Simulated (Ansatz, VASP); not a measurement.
**Sb2Au: VASP beside Ansatz**

```xyz
3
Lattice="0.0000 3.3280 3.3280 3.3280 0.0000 3.3280 3.3280 3.3280 0.0000" Properties=species:S:1:pos:R:3 pbc="T T T"
Sb    1.6640    1.6640    1.6640
Sb    4.9920    4.9920    4.9920
Au    0.0000    0.0000    0.0000
```

Alike in both runs: task electric field gradients; functional LDA; k mesh 9 × 9 × 9; occupations fermi-dirac, width 0.08 eV; no spin polarisation.

```csv
,VASP,Ansatz
version,VASP 6.6.1,Ansatz 0.2.0
potentials or method,"VASP PAW LDA potentials, release 64 (Sb, Au), cutoff 520 eV","all-electron PAW with datasets made for the crystal, scalar-relativistic"
```

|  | VASP | Ansatz | Ansatz less VASP |
| --- | --- | --- | --- |
| pressure (GPa) | 3.1 | 2.9 | -0.18 |

LDA's correlation is that of Perdew and Zunger in VASP and of Perdew and Wang (1992) in Ansatz. Ansatz ran all-electron here, and VASP with PAW potentials.

Neither program's run includes spin-orbit coupling.
